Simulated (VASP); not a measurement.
# Hf (P6_3/mmc) in VASP: a series of runs

Hf is run at these levels: PBEsol; tasks: single point.

Everything below comes from runs of VASP 6.6.1. Logs are shortened: lines on timing, memory, paths and dates and some standing lists are left out, and cuts for length are marked.

### Step 1. The cell of the first run

The structure is hexagonal, space group P6_3/mmc (No. 194). The conventional cell has a = 2.345 Å, b = 2.345 Å, c = 4.085 Å, α = 90.00°, β = 90.00°, γ = 120.00°. Hf (site symmetry -6m2) has 12 Hf at 2.34 to 2.45 Å within 3.1 Å.

### Step 2. Single point, PBEsol (volume scaled by 0.45)

INCAR reads:

```
ALGO     = Normal         # electronic algorithm
EDIFF    = 1E-6           # SCF threshold, eV
ENCUT    = 520            # plane-wave cutoff, eV
GGA      = PS             # functional
ISIF     = 2              # what is computed and relaxed
ISMEAR   = -1             # smearing method
LASPH    = True           # aspherical terms in the spheres
LCHARG   = False          # write CHGCAR
LREAL    = False          # projectors in reciprocal space
LWAVE    = False          # write WAVECAR
NBANDS   = 17             # bands
NELM     = 80             # most SCF steps
PREC     = Accurate       # precision mode
SIGMA    = 0.08           # smearing width, eV
```

KPOINTS reads:

```
k-points
0
Gamma
  14 14 8
```

POSCAR reads:

```
Hf
1.0
    2.3445585858      0.0000000000      0.0000000000
   -1.1722792929      2.0304472959      0.0000000000
    0.0000000000      0.0000000000      4.0853109486
Hf
2
Direct
    0.3333333333      0.6666666667      0.2500000000
    0.6666666667      0.3333333333      0.7500000000
```

Potentials or basis: VASP PAW PBE potentials, release 64 (Hf_pv).

Command:

```
> cat potpaw_PBE.64/Hf_pv/POTCAR > POTCAR
> mpirun -np 1 vasp_std > vasp.out
```

OUTCAR:

```text
EDIFF = 1E-6
   ENCUT = 520
   GGA = PS
   ISIF = 2
   ISMEAR = -1
   LASPH = True
   LREAL = False
   NELM = 80
   PREC = Accurate

 ion  position               nearest neighbor table
   1  0.333  0.667  0.250-   2 2.45   2 2.45   2 2.45   2 2.45   2 2.45   2 2.45   2 3.39   2 3.39
                             2 3.39   2 3.39   2 3.39   2 3.39
   2  0.667  0.333  0.750-   1 2.45   1 2.45   1 2.45   1 2.45   1 2.45   1 2.45   1 3.39   1 3.39
                             1 3.39   1 3.39   1 3.39   1 3.39

  LATTYP: Found a hexagonal cell.
 ALAT       =     2.3445585858
 C/A-ratio  =     1.7424648603

  Lattice vectors:

 A1 = (   2.3445585858,   0.0000000000,   0.0000000000)
 A2 = (  -1.1722792929,   2.0304472959,   0.0000000000)
 A3 = (   0.0000000000,   0.0000000000,   4.0853109486)

Analysis of symmetry for initial positions (statically):
=====================================================================
 Subroutine PRICEL returns:
 Original cell was already a primitive cell.

 Routine SETGRP: Setting up the symmetry group for a
 hexagonal supercell.

 Subroutine GETGRP returns: Found 24 space group operations
 (whereof 12 operations were pure point group operations)
 out of a pool of 24 trial point group operations.

The static configuration has the point symmetry D_3d.
 The point group associated with its full space group is D_6h.

Analysis of symmetry for dynamics (positions and initial velocities):
=====================================================================
 Subroutine PRICEL returns:
 Original cell was already a primitive cell.

 Routine SETGRP: Setting up the symmetry group for a
 hexagonal supercell.

 Subroutine GETGRP returns: Found 24 space group operations
 (whereof 12 operations were pure point group operations)
 out of a pool of 24 trial point group operations.

The dynamic configuration has the point symmetry D_3d.
 The point group associated with its full space group is D_6h.

 Subroutine INISYM returns: Found 24 space group operations
 (whereof 12 operations are pure point group operations),
 and found     1 'primitive' translations

----------------------------------------------------------------------------------------

                                     Primitive cell

  volume of cell :      19.4481

  direct lattice vectors                    reciprocal lattice vectors
     2.344558586  0.000000000  0.000000000     0.426519519  0.246251159  0.000000000
    -1.172279293  2.030447296  0.000000000     0.000000000  0.492502318  0.000000000
     0.000000000  0.000000000  4.085310949     0.000000000  0.000000000  0.244779409

  length of vectors
     2.344558586  2.344558586  4.085310949     0.492502318  0.492502318  0.244779409

  position of ions in fractional coordinates (direct lattice)
     0.333333333  0.666666667  0.250000000
     0.666666667  0.333333333  0.750000000

  ion indices of the primitive-cell ions
   primitive index   ion index
                 1           1
                 2           2

----------------------------------------------------------------------------------------

 KPOINTS: k-points

Automatic generation of k-mesh.
 Grid dimensions read from file:
 generate k-points for:   14   14    8

 Generating k-lattice:

  Cartesian coordinates                     Fractional coordinates (reciprocal lattice)
     0.030465680  0.017589369  0.000000000     0.071428571 -0.000000000  0.000000000
     0.000000000  0.035178737  0.000000000     0.000000000  0.071428571  0.000000000
     0.000000000  0.000000000  0.030597426     0.000000000  0.000000000  0.125000000

  Length of vectors
     0.035178737  0.035178737  0.030597426

  Shift w.r.t. Gamma in fractional coordinates (k-lattice)
     0.000000000  0.000000000  0.000000000

 Subroutine IBZKPT returns following result:
 ===========================================

 Found    120 irreducible k-points:

 Following reciprocal coordinates:
            Coordinates               Weight
  0.000000  0.000000  0.000000      1.000000
  0.071429 -0.000000  0.000000      6.000000
  0.142857  0.000000  0.000000      6.000000
  0.214286  0.000000  0.000000      6.000000
  0.285714  0.000000  0.000000      6.000000
  0.357143  0.000000  0.000000      6.000000
[... 16 lines left out ...]
  0.285714  0.285714  0.000000      6.000000
  0.357143  0.285714  0.000000      6.000000
 [... further k-points ...]
   k-points           NKPTS =    120   k-points in BZ     NKDIM =    120   number of bands    NBANDS=     17
   number of dos      NEDOS =    301   number of ions     NIONS =      2
   total plane-waves  NPLWV =   9720
   dimension x,y,z NGX =    18 NGY =   18 NGZ =   30
   dimension x,y,z NGXF=    36 NGYF=   36 NGZF=   60
   ions per type =               2
   NGX,Y,Z   is equivalent  to a cutoff of  12.76, 12.76, 12.21 a.u.
   NGXF,Y,Z  is equivalent  to a cutoff of  25.53, 25.53, 24.42 a.u.
 SYSTEM =  unknown system
   PREC   = accura    normal or accurate (medium, high low for compatibility)
   ISTART =      0    job   : 0-new  1-cont  2-samecut
   ICHARG =      2    charge: 1-file 2-atom 10-const
   ISPIN  =      1    spin polarized calculation?
   LNONCOLLINEAR =      F non collinear calculations
   LSORBIT =      F    spin-orbit coupling
   LASPH  =      T    aspherical Exc in radial PAW
   ENCUT  =  520.0 eV  38.22 Ry    6.18 a.u.   4.36  4.36  7.60*2*pi/ulx,y,z
   NELM   =     80;   NELMIN=  2; NELMDL= -5     # of ELM steps
   EDIFF  = 0.1E-05   stopping-criterion for ELM
   LREAL  =      F    real-space projection
   EDIFFG = 0.1E-04   stopping-criterion for IOM
   NSW    =      0    number of steps for IOM
   IBRION =     -1    ionic relax: 0-MD 1-quasi-New 2-CG
   NFREE  =      0    steps in history (QN), initial steepest desc. (CG)
   ISIF   =      2    stress and relaxation
   ISYM   =      2    0-nonsym 1-usesym 2-fastsym
   POTIM  = 0.5000    time-step for ionic-motion
   TEBEG  =    0.0;   TEEND  =   0.0 temperature during run
   PSTRESS=    0.0 pullay stress
   NELECT =      20.0000    total number of electrons
   NUPDOWN=      -1.0000    fix difference up-down
   EMIN   =  10.00;   EMAX   =-10.00  energy-range for DOS
   EFERMI =   0.00;   METHOD = LEGACY
   ISMEAR =    -1;   SIGMA  =   0.08  broadening in eV -4-tet -1-fermi 0-gaus
   EFERMI_NEDOS =   21; number of points for ismear=-14 and -15
   IALGO  =     38    algorithm
   IMIX   =      4    mixing-type and parameters
     AMIX     =   0.40;   BMIX     =  1.00
     AMIX_MAG =   1.60;   BMIX_MAG =  1.00
  volume/ion in A,a.u.               =       9.72        65.62
  Fermi-wavevector in a.u.,A,eV,Ry     =   1.652439  3.122658 37.151466  2.730556
  Thomas-Fermi vector in A             =   2.741048
   LORBIT       =      0    0 simple, 1 ext, 2 COOP (PROOUT), +10 PAW based schemes
   GGA     = PS    functional components
   LHFCALC =     F    Hartree Fock is set to
   AEXX    =    0.0000 exact exchange contribution
   IVDW    =     0    specifies the selected vdW correction
   LEPSILON=     F    determine dielectric tensor
   LRPA    =     F    only Hartree local field effects (RPA)
 non-spin polarized calculation
  energy-cutoff  :      520.00
  volume of cell :       19.45
 maximum number of plane-waves:       549
 NGX is ok and might be reduce to    18
   NGX =  9   NGY =  9   NGZ = 15

 number of electron      19.9999999 magnetization

 Free energy of the ion-electron system (eV)
  ---------------------------------------------------
  ext. energy  EPLUGINS =         0.00000000
  ---------------------------------------------------
  free energy    TOTEN  =        -6.98366248 eV

  energy without entropy =       -6.96781491  energy(sigma->0) =       -6.97573870

 E-fermi :  12.2527     XC(G=0): -15.8275

 val. band max:       12.2358938852   @ k =   0.4286   0.1429   0.3750
 cond. band min:      12.2564384405   @ k =   0.0714   0.0714   0.3750
 fundamental gap:      0.0205445553
 Fermi energy:        12.2526764567

 k-point     1 :       0.0000    0.0000    0.0000
  band No.  band energies     occupation
      1     -22.4670      2.00000
      2     -15.0593      2.00000
      3     -15.0130      2.00000
      4     -15.0130      2.00000
      5     -14.2755      2.00000
      6     -14.2755      2.00000
[... 9 lines left out ...]
     16      19.9699      0.00000
     17      23.7198      0.00000

 k-point     2 :       0.0714   -0.0000    0.0000
  band No.  band energies     occupation
      1     -22.3543      2.00000
      2     -15.5086      2.00000
      3     -15.1454      2.00000
      4     -15.0799      2.00000
      5     -14.7585      2.00000
      6     -14.3339      2.00000
[... 9 lines left out ...]
     16      18.7384      0.00000
     17      24.1739      0.00000

 k-point     3 :       0.1429    0.0000    0.0000
  band No.  band energies     occupation
      1     -22.0227      2.00000
      2     -16.7854      2.00000
      3     -15.9847      2.00000
      4     -15.4871      2.00000
      5     -15.1523      2.00000
      6     -14.5109      2.00000
[... 9 lines left out ...]
     16      17.4377      0.00000
     17      25.0620      0.00000

 k-point     4 :       0.2143    0.0000    0.0000
  band No.  band energies     occupation
      1     -21.4929      2.00000
      2     -18.4126      2.00000
      3     -17.5270      2.00000
      4     -15.9294      2.00000
      5     -15.3043      2.00000
      6     -14.7798      2.00000
[... 9 lines left out ...]
     16      18.7651      0.00000
     17      25.8062      0.00000

 k-point     5 :       0.2857    0.0000    0.0000
  band No.  band energies     occupation
      1     -20.8049      2.00000
      2     -20.0074      2.00000
      3     -19.0324      2.00000
      4     -16.3720      2.00000
      5     -15.5703      2.00000
      6     -15.0802      2.00000
[... 9 lines left out ...]
     16      21.4562      0.00000
     17      26.2163      0.00000

 k-point     6 :       0.3571    0.0000    0.0000
  band No.  band energies     occupation
      1     -21.3079      2.00000
      2     -20.2618      2.00000
      3     -20.0294      2.00000
      4     -16.7384      2.00000
      5     -15.9651      2.00000
      6     -15.3463      2.00000
[... 9 lines left out ...]
     16      24.4895      0.00000
     17      26.3585      0.00000

 k-point     7 :       0.4286    0.0000    0.0000
  band No.  band energies     occupation
      1     -22.1494      2.00000
      2     -21.0594      2.00000
      3     -19.3079      2.00000
      4     -16.9774      2.00000
      5     -16.4243      2.00000
      6     -15.5267      2.00000
[... 9 lines left out ...]
     16      26.8103      0.00000
     17      27.1639      0.00000

 k-point     8 :       0.5000    0.0000    0.0000
  band No.  band energies     occupation
      1     -22.4398      2.00000
      2     -21.3352      2.00000
      3     -18.9642      2.00000
      4     -17.0602      2.00000
      5     -16.6748      2.00000
      6     -15.5903      2.00000
[... 9 lines left out ...]
     16      26.8512      0.00000
     17      26.8603      0.00000
[... 203 lines left out ...]
      1     -22.0944      2.00000
      2     -21.0118      2.00000
      3     -18.6983      2.00000
      4     -18.1564      2.00000
      5     -16.8184      2.00000
      6     -16.7443      2.00000
[... 9 lines left out ...]
     16      25.1530      0.00000
     17      26.8400      0.00000

 k-point    20 :       0.2143    0.2143    0.0000
  band No.  band energies     occupation
      1     -20.5904      2.00000
      2     -20.3271      2.00000
      3     -19.8307      2.00000
      4     -17.6796      2.00000
      5     -16.7736      2.00000
      6     -16.0353      2.00000
[... 9 lines left out ...]
     16      23.6651      0.00000
     17      26.8651      0.00000

 k-point    21 :       0.2857    0.2143    0.0000
  band No.  band energies     occupation
      1     -21.2587      2.00000
      2     -20.6041      2.00000
      3     -19.0975      2.00000
      4     -18.4878      2.00000
      5     -17.4181      2.00000
      6     -16.4887      2.00000
[... 9 lines left out ...]
     16      23.9403      0.00000
     17      26.8582      0.00000

 k-point    22 :       0.3571    0.2143    0.0000
  band No.  band energies     occupation
      1     -21.6370      2.00000
      2     -20.6409      2.00000
      3     -19.0414      2.00000
      4     -18.4914      2.00000
      5     -17.7504      2.00000
      6     -16.9367      2.00000
[... 9 lines left out ...]
     16      23.8268      0.00000
     17      26.8280      0.00000

 k-point    23 :       0.2857    0.2857    0.0000
  band No.  band energies     occupation
      1     -21.2429      2.00000
      2     -20.5386      2.00000
      3     -19.3632      2.00000
      4     -18.4175      2.00000
      5     -18.3287      2.00000
      6     -16.9767      2.00000
[... 9 lines left out ...]
     16      23.3599      0.00000
     17      26.8080      0.00000

 k-point    24 :       0.3571    0.2857    0.0000
  band No.  band energies     occupation
      1     -21.2031      2.00000
      2     -20.2217      2.00000
      3     -19.9422      2.00000
      4     -18.7128      2.00000
      5     -17.9676      2.00000
      6     -17.3561      2.00000
[... 9 lines left out ...]
     16      22.6275      0.00000
     17      26.7493      0.00000

 [... further k-points ...]

------------------------ aborting loop because EDIFF is reached ----------------------------------------

  FORCE on cell =-STRESS in cart. coord.  units (eV):
  Direction    XX          YY          ZZ          XY          YZ          ZX
  --------------------------------------------------------------------------------------
  -------------------------------------------------------------------------------------
  Total       44.0305537     44.0305537     43.9684024      0.0000000      0.0000000      0.0000000
  in kB     3627.3277758   3627.3277756   3622.2076179      0.0000000      0.0000000      0.0000000
  external PRESSURE =    3625.6210565 kB  Pullay stress =       0.0000000 kB

 VOLUME and BASIS-vectors are now :
 -----------------------------------------------------------------------------
  energy-cutoff  :      520.00
  volume of cell :       19.45
      direct lattice vectors                 reciprocal lattice vectors
     2.344558586  0.000000000  0.000000000     0.426519519  0.246251159  0.000000000
    -1.172279293  2.030447296  0.000000000     0.000000000  0.492502318  0.000000000
     0.000000000  0.000000000  4.085310949     0.000000000  0.000000000  0.244779409

 POSITION                                       TOTAL-FORCE (eV/Angst)
 -----------------------------------------------------------------------------------
     -0.00000      1.35363      1.02133        -0.000000      0.000000      0.000000
      1.17228      0.67682      3.06398         0.000000      0.000000      0.000000
 -----------------------------------------------------------------------------------
    total drift:                                0.000000     -0.000000      0.000000

  FREE ENERGIE OF THE ION-ELECTRON SYSTEM (eV)
  ---------------------------------------------------
  free  energy   TOTEN  =        -6.9836624832 eV

  energy  without entropy=       -6.9678149124  energy(sigma->0) =       -6.97573870
```

Wall time 18 s (1 thread of AMD EPYC 9R45 (Zen 5), shared host); peak memory 0.12 GiB.

What came out:

```
Free energy            : -6.9837 eV
Pressure               : 362.6 GPa
Band gap on the k mesh : zero (band 10 reaches 13.27 eV, above the bottom of band 11 at 11.34 eV)
```

Levels at points of the mesh, in eV from the Fermi level:
```tsv
k point	band 7	band 8	band 9	band 10	band 11	band 12	band 13	band 14
(0.00, 0.00, 0.00)	-7.60	-6.34	-0.88	0.95	0.95	2.62	2.62	6.09
(0.50, 0.00, 0.00)	-7.95	-6.65	-5.35	0.85	1.37	3.24	4.61	14.11
(0.00, 0.00, 0.50)	-5.07	-5.07	0.91	0.91	1.01	1.01	1.01	1.01
(0.50, 0.00, 0.50)	-7.59	-7.59	-5.05	-5.05	5.50	5.50	7.93	7.93
```

Caveat: the PAW data sets were made with another functional, which shifts forces and pressure a little; spin-orbit coupling is left out, which moves the levels of the heavy elements.

(Continued in part 2 of 2.)
